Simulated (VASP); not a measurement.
# Si2Ni (Fm-3m) in VASP: a series of runs

Si2Ni is run at these levels: PBEsol; tasks: single point.

Program: VASP 6.6.1. These are calculated values, not measurements. Logs are shortened: lines on timing, memory, paths and dates and some standing lists are left out, and cuts for length are marked.

## 1. The cell of the first run

It takes space group Fm-3m (No. 225, cubic). Conventional cell: a = 4.894 Å, b = 4.894 Å, c = 4.894 Å, α = 90.00°, β = 90.00°, γ = 90.00°. Within 2.8 Å of Si (site symmetry -43m) lie 4 Ni at 2.12 Å and 6 Si at 2.45 Å. Within 2.8 Å of Ni (site symmetry m-3m) lie 8 Si at 2.12 Å.

## 2. Single point, PBEsol

INCAR reads:

```
SYSTEM = Si2Ni
ALGO = Normal ; EDIFF = 1E-7
ENCUT = 520 ; GGA = PS
ISIF = 2 ; ISMEAR = 0
LASPH = .True. ; LCHARG = .False.
LREAL = .False. ; LWAVE = .False.
NBANDS = 16 ; NELM = 80
PREC = Accurate ; SIGMA = 0.1
```

KPOINTS reads:

```
k-points
0
Gamma
  14 14 14
  0 0 0
```

POSCAR reads:

```
Si2Ni
1.0
    0.0000000000      2.4470712070      2.4470712070
    2.4470712070      0.0000000000      2.4470712070
    2.4470712070      2.4470712070      0.0000000000
Si Ni
2 1
Direct
    0.2500000000      0.2500000000      0.2500000000
    0.7500000000      0.7500000000      0.7500000000
    0.0000000000      0.0000000000      0.0000000000
```

Potentials or basis: VASP PAW PBE potentials, release 64 (Si, Ni).

The run is started by

```console
$ cat potpaw_PBE.64/Si/POTCAR potpaw_PBE.64/Ni/POTCAR > POTCAR
$ mpirun -np 1 vasp_std > vasp.out
```

OUTCAR:

```text
SYSTEM = Si2Ni
   EDIFF = 1E-7
   ENCUT = 520
   GGA = PS
   ISIF = 2
   ISMEAR = 0
   LASPH = .True.
   LREAL = .False.
   NELM = 80
   PREC = Accurate

 ion  position               nearest neighbor table
   1  0.250  0.250  0.250-   3 2.12   3 2.12   3 2.12   3 2.12   2 2.45   2 2.45   2 2.45   2 2.45
                             2 2.45   2 2.45
   2  0.750  0.750  0.750-   3 2.12   3 2.12   3 2.12   3 2.12   1 2.45   1 2.45   1 2.45   1 2.45
                             1 2.45   1 2.45
   3  0.000  0.000  0.000-   2 2.12   2 2.12   2 2.12   1 2.12   2 2.12   1 2.12   1 2.12   1 2.12

  LATTYP: Found a face centered cubic cell.
 ALAT       =     4.8941424140

  Lattice vectors:

 A1 = (   0.0000000000,   2.4470712070,   2.4470712070)
 A2 = (   2.4470712070,   0.0000000000,   2.4470712070)
 A3 = (   2.4470712070,   2.4470712070,   0.0000000000)

Analysis of symmetry for initial positions (statically):
=====================================================================
 Subroutine PRICEL returns:
 Original cell was already a primitive cell.

 Routine SETGRP: Setting up the symmetry group for a
 face centered cubic supercell.

 Subroutine GETGRP returns: Found 48 space group operations
 (whereof 48 operations were pure point group operations)
 out of a pool of 48 trial point group operations.

The static configuration has the point symmetry O_h .

Analysis of symmetry for dynamics (positions and initial velocities):
=====================================================================
 Subroutine PRICEL returns:
 Original cell was already a primitive cell.

 Routine SETGRP: Setting up the symmetry group for a
 face centered cubic supercell.

 Subroutine GETGRP returns: Found 48 space group operations
 (whereof 48 operations were pure point group operations)
 out of a pool of 48 trial point group operations.

The dynamic configuration has the point symmetry O_h .

 Subroutine INISYM returns: Found 48 space group operations
 (whereof 48 operations are pure point group operations),
 and found     1 'primitive' translations

----------------------------------------------------------------------------------------

                                     Primitive cell

  volume of cell :      29.3069

  direct lattice vectors                    reciprocal lattice vectors
     0.000000000  2.447071207  2.447071207    -0.204325889  0.204325889  0.204325889
     2.447071207  0.000000000  2.447071207     0.204325889 -0.204325889  0.204325889
     2.447071207  2.447071207  0.000000000     0.204325889  0.204325889 -0.204325889

  length of vectors
     3.460681289  3.460681289  3.460681289     0.353902821  0.353902821  0.353902821

  position of ions in fractional coordinates (direct lattice)
     0.250000000  0.250000000  0.250000000
     0.750000000  0.750000000  0.750000000
     0.000000000  0.000000000  0.000000000

  ion indices of the primitive-cell ions
   primitive index   ion index
                 1           1
                 2           2
                 3           3

----------------------------------------------------------------------------------------

 KPOINTS: k-points

Automatic generation of k-mesh.
 Grid dimensions read from file:
 generate k-points for:   14   14   14

 Generating k-lattice:

  Cartesian coordinates                     Fractional coordinates (reciprocal lattice)
    -0.014594706  0.014594706  0.014594706     0.071428571  0.000000000  0.000000000
     0.014594706 -0.014594706  0.014594706     0.000000000  0.071428571  0.000000000
     0.014594706  0.014594706 -0.014594706     0.000000000  0.000000000  0.071428571

  Length of vectors
     0.025278773  0.025278773  0.025278773

  Shift w.r.t. Gamma in fractional coordinates (k-lattice)
     0.000000000  0.000000000  0.000000000

 Subroutine IBZKPT returns following result:
 ===========================================

 Found    104 irreducible k-points:

 Following reciprocal coordinates:
            Coordinates               Weight
  0.000000  0.000000  0.000000      1.000000
  0.071429  0.000000  0.000000      8.000000
  0.142857  0.000000  0.000000      8.000000
  0.214286  0.000000  0.000000      8.000000
  0.285714  0.000000  0.000000      8.000000
  0.357143  0.000000  0.000000      8.000000
[... 16 lines left out ...]
  0.214286  0.142857  0.000000     24.000000
  0.285714  0.142857  0.000000     24.000000
 [... further k-points ...]
   k-points           NKPTS =    104   k-points in BZ     NKDIM =    104   number of bands    NBANDS=     16
   number of dos      NEDOS =    301   number of ions     NIONS =      3
   total plane-waves  NPLWV =  21952
   dimension x,y,z NGX =    28 NGY =   28 NGZ =   28
   dimension x,y,z NGXF=    56 NGYF=   56 NGZF=   56
   ions per type =               2   1
   NGX,Y,Z   is equivalent  to a cutoff of  13.45, 13.45, 13.45 a.u.
   NGXF,Y,Z  is equivalent  to a cutoff of  26.90, 26.90, 26.90 a.u.
 SYSTEM =  Si2Ni
   PREC   = accura    normal or accurate (medium, high low for compatibility)
   ISTART =      0    job   : 0-new  1-cont  2-samecut
   ICHARG =      2    charge: 1-file 2-atom 10-const
   ISPIN  =      1    spin polarized calculation?
   LNONCOLLINEAR =      F non collinear calculations
   LSORBIT =      F    spin-orbit coupling
   LASPH  =      T    aspherical Exc in radial PAW
   ENCUT  =  520.0 eV  38.22 Ry    6.18 a.u.   6.43  6.43  6.43*2*pi/ulx,y,z
   NELM   =     80;   NELMIN=  2; NELMDL= -5     # of ELM steps
   EDIFF  = 0.1E-06   stopping-criterion for ELM
   LREAL  =      F    real-space projection
   EDIFFG = 0.1E-05   stopping-criterion for IOM
   NSW    =      0    number of steps for IOM
   IBRION =     -1    ionic relax: 0-MD 1-quasi-New 2-CG
   NFREE  =      0    steps in history (QN), initial steepest desc. (CG)
   ISIF   =      2    stress and relaxation
   ISYM   =      2    0-nonsym 1-usesym 2-fastsym
   POTIM  = 0.5000    time-step for ionic-motion
   TEBEG  =    0.0;   TEEND  =   0.0 temperature during run
   PSTRESS=    0.0 pullay stress
   NELECT =      18.0000    total number of electrons
   NUPDOWN=      -1.0000    fix difference up-down
   EMIN   =  10.00;   EMAX   =-10.00  energy-range for DOS
   EFERMI =   0.00;   METHOD = LEGACY
   ISMEAR =     0;   SIGMA  =   0.10  broadening in eV -4-tet -1-fermi 0-gaus
   EFERMI_NEDOS =   21; number of points for ismear=-14 and -15
   IALGO  =     38    algorithm
   IMIX   =      4    mixing-type and parameters
     AMIX     =   0.40;   BMIX     =  1.00
     AMIX_MAG =   1.60;   BMIX_MAG =  1.00
  volume/ion in A,a.u.               =       9.77        65.92
  Fermi-wavevector in a.u.,A,eV,Ry     =   1.391583  2.629710 26.347720  1.936503
  Thomas-Fermi vector in A             =   2.515408
   LORBIT       =      0    0 simple, 1 ext, 2 COOP (PROOUT), +10 PAW based schemes
   GGA     = PS    functional components
   LHFCALC =     F    Hartree Fock is set to
   AEXX    =    0.0000 exact exchange contribution
   IVDW    =     0    specifies the selected vdW correction
   LEPSILON=     F    determine dielectric tensor
   LRPA    =     F    only Hartree local field effects (RPA)
 non-spin polarized calculation
 Gauss-broadening in eV      SIGMA  =   0.10
  energy-cutoff  :      520.00
  volume of cell :       29.31
 maximum number of plane-waves:       802
 NGX is ok and might be reduce to    28
   NGX = 13   NGY = 13   NGZ = 13

 number of electron      18.0000006 magnetization

 Free energy of the ion-electron system (eV)
  ---------------------------------------------------
  ext. energy  EPLUGINS =         0.00000000
  ---------------------------------------------------
  free energy    TOTEN  =       -16.86305857 eV

  energy without entropy =      -16.85866183  energy(sigma->0) =      -16.86086020

 E-fermi :  15.7526     XC(G=0): -13.1255

 val. band max:       15.7516555265   @ k =  -0.4286   0.3571   0.0000
 cond. band min:      15.7658850831   @ k =  -0.4286   0.5000   0.0714
 fundamental gap:      0.0142295567
 Fermi energy:        15.7525530024

 k-point     1 :       0.0000    0.0000    0.0000
  band No.  band energies     occupation
      1      -1.6103      2.00000
      2       7.8839      2.00000
      3       7.8839      2.00000
      4       7.8839      2.00000
      5       9.8484      2.00000
      6       9.8484      2.00000
[... 8 lines left out ...]
     15      20.9708      0.00000
     16      20.9708      0.00000

 k-point     2 :       0.0714    0.0000    0.0000
  band No.  band energies     occupation
      1      -1.5156      2.00000
      2       7.7755      2.00000
      3       7.9146      2.00000
      4       7.9146      2.00000
      5       9.8284      2.00000
      6       9.8284      2.00000
[... 8 lines left out ...]
     15      20.2738      0.00000
     16      20.8153      0.00000

 k-point     3 :       0.1429    0.0000    0.0000
  band No.  band energies     occupation
      1      -1.2332      2.00000
      2       7.4469      2.00000
      3       7.9988      2.00000
      4       7.9988      2.00000
      5       9.7835      2.00000
      6       9.7835      2.00000
[... 8 lines left out ...]
     15      20.3197      0.00000
     16      21.0141      0.00000

 k-point     4 :       0.2143    0.0000    0.0000
  band No.  band energies     occupation
      1      -0.7673      2.00000
      2       6.8836      2.00000
      3       8.1111      2.00000
      4       8.1111      2.00000
      5       9.7553      2.00000
      6       9.7553      2.00000
[... 8 lines left out ...]
     15      20.3762      0.00000
     16      22.4171      0.00000
[... 324 lines left out ...]
 k-point    22 :       0.1429    0.1429    0.0000
  band No.  band energies     occupation
      1      -1.1073      2.00000
      2       7.5175      2.00000
      3       7.9739      2.00000
      4       7.9739      2.00000
      5       9.4843      2.00000
      6       9.9705      2.00000
[... 8 lines left out ...]
     15      21.5433      0.00000
     16      21.5433      0.00000

 k-point    23 :       0.2143    0.1429    0.0000
  band No.  band energies     occupation
      1      -0.7650      2.00000
      2       7.2246      2.00000
      3       8.0441      2.00000
      4       8.0619      2.00000
      5       9.3049      2.00000
      6      10.0202      2.00000
[... 8 lines left out ...]
     15      21.8608      0.00000
     16      22.4150      0.00000

 k-point    24 :       0.2857    0.1429    0.0000
  band No.  band energies     occupation
      1      -0.2429      2.00000
      2       6.6873      2.00000
      3       8.1413      2.00000
      4       8.1471      2.00000
      5       9.2030      2.00000
      6      10.0752      2.00000
[... 8 lines left out ...]
     15      23.0391      0.00000
     16      24.0326      0.00000

 [... further k-points ...]

------------------------ aborting loop because EDIFF is reached ----------------------------------------

  FORCE on cell =-STRESS in cart. coord.  units (eV):
  Direction    XX          YY          ZZ          XY          YZ          ZX
  --------------------------------------------------------------------------------------
  -------------------------------------------------------------------------------------
  Total       16.4542171     16.4542171     16.4542171      0.0000000      0.0000000     -0.0000000
  in kB      899.5348429    899.5348429    899.5348429      0.0000000      0.0000000     -0.0000000
  external PRESSURE =     899.5348429 kB  Pullay stress =       0.0000000 kB

 VOLUME and BASIS-vectors are now :
 -----------------------------------------------------------------------------
  energy-cutoff  :      520.00
  volume of cell :       29.31
      direct lattice vectors                 reciprocal lattice vectors
     0.000000000  2.447071207  2.447071207    -0.204325889  0.204325889  0.204325889
     2.447071207  0.000000000  2.447071207     0.204325889 -0.204325889  0.204325889
     2.447071207  2.447071207  0.000000000     0.204325889  0.204325889 -0.204325889

 POSITION                                       TOTAL-FORCE (eV/Angst)
 -----------------------------------------------------------------------------------
      1.22354      1.22354      1.22354        -0.000000     -0.000000     -0.000000
      3.67061      3.67061      3.67061         0.000000      0.000000      0.000000
      0.00000      0.00000      0.00000        -0.000000     -0.000000      0.000000
 -----------------------------------------------------------------------------------
    total drift:                               -0.000000     -0.000000      0.000000

  FREE ENERGIE OF THE ION-ELECTRON SYSTEM (eV)
  ---------------------------------------------------
  free  energy   TOTEN  =       -16.8630585721 eV

  energy  without entropy=      -16.8586618277  energy(sigma->0) =      -16.86086020
```

Run time: 24 s. Hardware: 1 thread of Intel Xeon 6975P-C (Granite Rapids), shared host; peak memory 0.18 GiB.

Results:

```yaml
Free_energy: -16.8631 eV
Pressure: 90.0 GPa
Band_gap_on_the_k_mesh: zero (bands 9 and 10 overlap by 1.48 eV)
```

Caveat: the cell stands under pressure; the PAW data sets were made with another functional, which shifts forces and pressure a little. Spin polarisation is off, so any magnetic state and its effect on volume and gap are missing.

## 3. Single point, PBEsol

This run uses another cell than the first one, of 10.71 Å³/atom.

INCAR reads:

```
ALGO = Normal ; EDIFF = 1E-6
ENCUT = 520 ; GGA = PS
ISIF = 2 ; ISMEAR = 0
LASPH = True ; LCHARG = False
LREAL = False ; LWAVE = False
NBANDS = 16 ; NELM = 80
PREC = Accurate ; SIGMA = 0.1
```

KPOINTS reads:

```
k-points
0
Gamma
  14 14 14
```

POSCAR reads:

```
Si2Ni
1.0
    0.0000000000      2.5230123454      2.5230123454
    2.5230123454      0.0000000000      2.5230123454
    2.5230123454      2.5230123454      0.0000000000
Si Ni
2 1
Direct
    0.2500000000      0.2500000000      0.2500000000
    0.7500000000      0.7500000000      0.7500000000
    0.0000000000      0.0000000000      0.0000000000
```

Potentials or basis: VASP PAW PBE potentials, release 64 (Si, Ni).

The run is started by

```console
$ cat potpaw_PBE.64/Si/POTCAR potpaw_PBE.64/Ni/POTCAR > POTCAR
$ mpirun -np 1 vasp_std > vasp.out
```

Run time: 24 s. Hardware: 1 thread of Intel Xeon 6975P-C (Granite Rapids), shared host; peak memory 0.19 GiB.

It converged, with:

```yaml
Free_energy: -18.0692 eV
Pressure: 50.0 GPa
Band_gap_on_the_k_mesh: zero (bands 9 and 10 overlap by 1.88 eV)
```

Levels at points of the mesh, in eV from the Fermi level:
| k point | band 7 | band 8 | band 9 | band 10 | band 11 | band 12 |
| --- | --- | --- | --- | --- | --- | --- |
| (0.00, 0.00, 0.00) | 1.32 | 1.56 | 1.56 | 1.56 | 1.78 | 1.78 |
| (0.50, 0.00, 0.00) | -4.81 | -2.24 | -2.24 | 1.64 | 1.64 | 1.78 |
| (0.50, 0.50, 0.00) | -5.11 | -4.88 | -4.51 | -0.32 | 0.61 | 7.35 |

Caveat: the cell stands under pressure; the PAW data sets were made with another functional, which shifts forces and pressure a little.

## 4. Single point, PBEsol

This run uses another cell than the first one, of 11.58 Å³/atom.

INCAR reads:

```
SYSTEM = Si2Ni
PREC = Accurate
ENCUT = 520
EDIFF = 1E-7
ISMEAR = 0
SIGMA = 0.1
LREAL = .FALSE.
LASPH = .TRUE.
NELM = 100
ALGO = Normal
ISIF = 2
LWAVE = .FALSE.
LCHARG = .FALSE.
GGA = PS
NBANDS = 16
```

KPOINTS reads:

```
regular mesh
0
G
  14 14 14
  0 0 0
```

POSCAR reads:

```
Si2Ni
1.0
    0.0000000000      2.5900190037      2.5900190037
    2.5900190037      0.0000000000      2.5900190037
    2.5900190037      2.5900190037      0.0000000000
Si Ni
2 1
Direct
    0.2500000000      0.2500000000      0.2500000000
    0.7500000000      0.7500000000      0.7500000000
    0.0000000000      0.0000000000      0.0000000000
```

The run is started by

```console
$ cat potpaw_PBE.64/Si/POTCAR potpaw_PBE.64/Ni/POTCAR > POTCAR
$ mpirun -np 1 vasp_std > vasp.out
```

Run time: 26 s. Hardware: 1 thread of Intel Xeon 6975P-C (Granite Rapids), shared host; peak memory 0.19 GiB.

It converged, with:

| Property | Result |
| --- | --- |
| Free energy | -18.6723 eV |
| Pressure | 25.1 GPa |
| Band gap on the k mesh | zero (bands 9 and 10 overlap by 2.12 eV) |

Levels at points of the mesh, in eV from the Fermi level:
```tsv
k point	band 6	band 7	band 8	band 9	band 10	band 11	band 12	band 13
(0.00, 0.00, 0.00)	-4.45	0.66	1.75	1.75	1.75	1.85	1.85	1.85
(0.50, 0.00, 0.00)	-4.21	-4.21	-1.93	-1.93	1.71	1.71	1.78	3.26
(0.50, 0.50, 0.00)	-4.50	-4.50	-4.31	-3.94	-0.38	0.91	7.53	9.24
```

Caveat: the cell stands under pressure; the PAW data sets were made with another functional, which shifts forces and pressure a little. Spin polarisation is off, so any magnetic state and its effect on volume and gap are missing.

(Part 1 of 2 ends here.)
